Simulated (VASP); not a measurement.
# B2C3 in VASP: further runs, part 2 of 2

VASP 6.6.1. Earlier steps stand in the parts before.

**3. Relaxation of cell and atoms, PBE**

This run uses another cell than the first one: it holds 5 atoms, not 10.

File INCAR:

```
SYSTEM = B2C3
PREC = Accurate
ENCUT = 600
EDIFF = 1E-6
ISMEAR = 0
SIGMA = 0.01
LREAL = .FALSE.
LASPH = .TRUE.
NELM = 60
ALGO = Normal
ISIF = 3
LWAVE = .FALSE.
LCHARG = .FALSE.
GGA = PE
IBRION = 2
NSW = 100
EDIFFG = -0.01
```

File KPOINTS:

```
Automatic mesh
0
G
  18 18 8
  0 0 0
```

File POSCAR:

```
B2C3
1.0
    2.6033153962      0.0000000000      0.0000000000
   -1.3016576981      2.2545372672      0.0000000000
    0.0000000000      0.0000000000      5.2267466980
B C
2 3
Direct
    0.6666666667      0.3333333333      0.8526065029
    0.3333333333      0.6666666667      0.1473934971
    0.6666666667      0.3333333333      0.5488207237
    0.3333333333      0.6666666667      0.4511792763
    0.0000000000      0.0000000000      0.0000000000
```

Potentials or basis: VASP PAW PBE potentials, release 64 (B, C).

Started as:

```console
cat potpaw_PBE.64/B/POTCAR potpaw_PBE.64/C/POTCAR > POTCAR
mpirun -np 1 vasp_std > vasp.out
```

OUTCAR:

```text
SYSTEM = B2C3
   PREC = Accurate
   ENCUT = 600
   EDIFF = 1E-6
   ISMEAR = 0
   LREAL = .FALSE.
   LASPH = .TRUE.
   NELM = 60
   ISIF = 3
   GGA = PE
   IBRION = 2
   NSW = 100
   EDIFFG = -0.01

 ion  position               nearest neighbor table
   1  0.667  0.333  0.853-   3 1.59   5 1.69   5 1.69   5 1.69   2 2.15   2 2.15   2 2.15
   2  0.333  0.667  0.147-   4 1.59   5 1.69   5 1.69   5 1.69   1 2.15   1 2.15   1 2.15
   3  0.667  0.333  0.549-   4 1.59   4 1.59   4 1.59   1 1.59
   4  0.333  0.667  0.451-   3 1.59   3 1.59   3 1.59   2 1.59
   5  0.000  0.000  0.000-   1 1.69   2 1.69   1 1.69   2 1.69   1 1.69   2 1.69

  LATTYP: Found a hexagonal cell.
 ALAT       =     2.6033153962
 C/A-ratio  =     2.0077270336

  Lattice vectors:

 A1 = (   2.6033153962,   0.0000000000,   0.0000000000)
 A2 = (  -1.3016576981,   2.2545372672,   0.0000000000)
 A3 = (   0.0000000000,   0.0000000000,   5.2267466980)

Analysis of symmetry for initial positions (statically):
=====================================================================
 Subroutine PRICEL returns:
 Original cell was already a primitive cell.

 Routine SETGRP: Setting up the symmetry group for a
 hexagonal supercell.

 Subroutine GETGRP returns: Found 12 space group operations
 (whereof 12 operations were pure point group operations)
 out of a pool of 24 trial point group operations.

The static configuration has the point symmetry D_3d.

Analysis of symmetry for dynamics (positions and initial velocities):
=====================================================================
 Subroutine PRICEL returns:
 Original cell was already a primitive cell.

 Routine SETGRP: Setting up the symmetry group for a
 hexagonal supercell.

 Subroutine GETGRP returns: Found 12 space group operations
 (whereof 12 operations were pure point group operations)
 out of a pool of 24 trial point group operations.

The dynamic configuration has the point symmetry D_3d.

 Subroutine INISYM returns: Found 12 space group operations
 (whereof 12 operations are pure point group operations),
 and found     1 'primitive' translations

----------------------------------------------------------------------------------------

                                     Primitive cell

  volume of cell :      30.6772

  direct lattice vectors                    reciprocal lattice vectors
     2.603315396  0.000000000  0.000000000     0.384125566  0.221774999  0.000000000
    -1.301657698  2.254537267  0.000000000     0.000000000  0.443549998  0.000000000
     0.000000000  0.000000000  5.226746698     0.000000000  0.000000000  0.191323601

  length of vectors
     2.603315396  2.603315396  5.226746698     0.443549998  0.443549998  0.191323601

  position of ions in fractional coordinates (direct lattice)
     0.666666667  0.333333333  0.852606503
     0.333333333  0.666666667  0.147393497
     0.666666667  0.333333333  0.548820724
     0.333333333  0.666666667  0.451179276
     0.000000000  0.000000000  0.000000000

  ion indices of the primitive-cell ions
   primitive index   ion index
                 1           1
                 2           2
                 3           3
                 4           4
                 5           5

----------------------------------------------------------------------------------------

 KPOINTS: Automatic mesh
[... 64 lines left out ...]
   LSORBIT =      F    spin-orbit coupling
   LASPH  =      T    aspherical Exc in radial PAW
   ENCUT  =  600.0 eV  44.10 Ry    6.64 a.u.   5.20  5.20 10.44*2*pi/ulx,y,z
   NELM   =     60;   NELMIN=  2; NELMDL= -5     # of ELM steps
   EDIFF  = 0.1E-05   stopping-criterion for ELM
   LREAL  =      F    real-space projection
   EDIFFG = -.1E-01   stopping-criterion for IOM
   NSW    =    100    number of steps for IOM
   IBRION =      2    ionic relax: 0-MD 1-quasi-New 2-CG
   NFREE  =      1    steps in history (QN), initial steepest desc. (CG)
   ISIF   =      3    stress and relaxation
   ISYM   =      2    0-nonsym 1-usesym 2-fastsym
   POTIM  = 0.5000    time-step for ionic-motion
   TEBEG  =    0.0;   TEEND  =   0.0 temperature during run
   PSTRESS=    0.0 pullay stress
   NELECT =      18.0000    total number of electrons
   NUPDOWN=      -1.0000    fix difference up-down
   EMIN   =  10.00;   EMAX   =-10.00  energy-range for DOS
   EFERMI =   0.00;   METHOD = LEGACY
   ISMEAR =     0;   SIGMA  =   0.01  broadening in eV -4-tet -1-fermi 0-gaus
   EFERMI_NEDOS =   21; number of points for ismear=-14 and -15
   IALGO  =     38    algorithm
   IMIX   =      4    mixing-type and parameters
     AMIX     =   0.40;   BMIX     =  1.00
     AMIX_MAG =   1.60;   BMIX_MAG =  1.00
  volume/ion in A,a.u.               =       6.14        41.40
  Fermi-wavevector in a.u.,A,eV,Ry     =   1.370547  2.589957 25.557153  1.878398
  Thomas-Fermi vector in A             =   2.496323
   LORBIT       =      0    0 simple, 1 ext, 2 COOP (PROOUT), +10 PAW based schemes
   GGA     = PE    functional components
   LHFCALC =     F    Hartree Fock is set to
   AEXX    =    0.0000 exact exchange contribution
   IVDW    =     0    specifies the selected vdW correction
   LEPSILON=     F    determine dielectric tensor
   LRPA    =     F    only Hartree local field effects (RPA)
 conjugate gradient relaxation of ions
 non-spin polarized calculation
 Gauss-broadening in eV      SIGMA  =   0.01
  energy-cutoff  :      600.00
  volume of cell :       30.68
 maximum number of plane-waves:      1042
 NGX is ok and might be reduce to    24

--------------------------------------- Ionic step        1  -------------------------------------------

 number of electron      18.0000000 magnetization

 Free energy of the ion-electron system (eV)
  ---------------------------------------------------
  ext. energy  EPLUGINS =         0.00000000
  ---------------------------------------------------
  free energy    TOTEN  =       -39.26537365 eV

  energy without entropy =      -39.26537365  energy(sigma->0) =      -39.26537365

------------------------ aborting loop because EDIFF is reached ----------------------------------------

  FORCE on cell =-STRESS in cart. coord.  units (eV):
  Direction    XX          YY          ZZ          XY          YZ          ZX
  --------------------------------------------------------------------------------------
  -------------------------------------------------------------------------------------
  Total       -0.0248168     -0.0248168      0.0582582      0.0000000      0.0000000      0.0000000
  in kB       -1.2961074     -1.2961074      3.0426502      0.0000000      0.0000000      0.0000000
  external PRESSURE =       0.1501451 kB  Pullay stress =       0.0000000 kB
[... 104 lines left out ...]
--------------------------------------- Ionic step        4  -------------------------------------------

 number of electron      18.0000000 magnetization

 Free energy of the ion-electron system (eV)
  ---------------------------------------------------
  ext. energy  EPLUGINS =         0.00000000
  ---------------------------------------------------
  free energy    TOTEN  =       -39.26539783 eV

  energy without entropy =      -39.26539783  energy(sigma->0) =      -39.26539783

 E-fermi :  10.3180     XC(G=0): -12.6917

 val. band max:       10.2307768436   @ k =   0.0000   0.0000   0.5000
 cond. band min:      10.3627813494   @ k =   0.5000   0.0000   0.5000
 fundamental gap:      0.1320045058
 Fermi energy:        10.3179803735

 k-point     1 :       0.0000    0.0000    0.0000
  band No.  band energies     occupation
      1     -11.0236      2.00000
      2      -8.4796      2.00000
      3      -3.8721      2.00000
      4       5.6026      2.00000
      5       6.2106      2.00000
      6       7.2854      2.00000
      7       7.2854      2.00000
      8       7.5343      2.00000
      9       7.5343      2.00000
     10      12.8335      0.00000
     11      12.8335      0.00000
     12      15.3575      0.00000
     13      15.3575      0.00000
[... 354 lines left out ...]
  band No.  band energies     occupation
      1      -6.3561      2.00000
      2      -4.5960      2.00000
      3      -3.1376      2.00000
      4      -1.5595      2.00000
      5       0.8625      2.00000
      6       2.0108      2.00000
      7       2.8795      2.00000
      8       4.1861      2.00000
      9       6.4901      2.00000
     10      12.5524      0.00000
     11      12.9429      0.00000
     12      14.4381      0.00000
     13      16.1588      0.00000

 [... further k-points ...]

------------------------ aborting loop because EDIFF is reached ----------------------------------------

  FORCE on cell =-STRESS in cart. coord.  units (eV):
  Direction    XX          YY          ZZ          XY          YZ          ZX
  --------------------------------------------------------------------------------------
  -------------------------------------------------------------------------------------
  Total        0.0086751      0.0086751     -0.0321167      0.0000000     -0.0000000      0.0000000
  in kB        0.4530112      0.4530112     -1.6771288      0.0000000     -0.0000000      0.0000000
  external PRESSURE =      -0.2570355 kB  Pullay stress =       0.0000000 kB
[... 20 lines left out ...]
  FREE ENERGIE OF THE ION-ELECTRON SYSTEM (eV)
  ---------------------------------------------------
  free  energy   TOTEN  =       -39.2653978259 eV

  energy  without entropy=      -39.2653978259  energy(sigma->0) =      -39.26539783

 reached required accuracy - stopping structural energy minimisation
```

Run time: 2 min. Hardware: 1 thread of Intel Xeon 6975P-C (Granite Rapids), shared host; peak memory 0.25 GiB.

What came out:

```
Free energy                           : -39.2654 eV
Relaxed volume                        : 6.14 Å³/atom
Relaxed cell                          : a = 2.603 Å, b = 2.603 Å, c = 5.230 Å, α = 90.00°, β = 90.00°, γ = 120.00°
Space group after relaxing (to 0.1 Å) : P-3m1 (No. 164)
Energy gained by relaxing             : 0.0 meV/atom
Ionic steps                           : 4
Pressure after relaxing               : 0.0 GPa
Largest force after relaxing          : 0.007 eV/Å
Band gap on the k mesh                : 0.13 eV (least direct gap 1.64 eV)
```

Forces on the atoms (eV/Å):
```
B    0.000  0.000 -0.007
B    0.000  0.000  0.007
C    0.000  0.000  0.007
C    0.000  0.000 -0.007
C    0.000  0.000  0.000
```

Final structure:
```cif
data_structure
_symmetry_space_group_name_H-M 'P 1'
_symmetry_Int_Tables_number 1
_cell_length_a 2.6026
_cell_length_b 2.6026
_cell_length_c 5.2302
_cell_angle_alpha 90.000
_cell_angle_beta 90.000
_cell_angle_gamma 120.000
_cell_volume 30.68
loop_
_atom_site_label
_atom_site_type_symbol
_atom_site_fract_x
_atom_site_fract_y
_atom_site_fract_z
_atom_site_occupancy
B1 B 0.66667 0.33333 0.85259 1
B2 B 0.33333 0.66667 0.14741 1
C1 C 0.66667 0.33333 0.54888 1
C2 C 0.33333 0.66667 0.45112 1
C3 C 0.00000 0.00000 0.00000 1
```

Levels at points of the mesh, in eV from the valence-band top:
```
           k point  band 7  band 8  band 9  band 10  band 11  band 12
(0.00, 0.00, 0.00)   -2.95   -2.70   -2.70     2.60     2.60     5.13
(0.50, 0.00, 0.00)   -7.12   -5.10   -3.25     1.87     2.98     3.12
(0.00, 0.00, 0.50)   -2.17   -2.17    0.00     1.64     1.64     6.12
(0.50, 0.00, 0.50)   -6.15   -5.85   -5.47     0.13     2.31     4.56
```
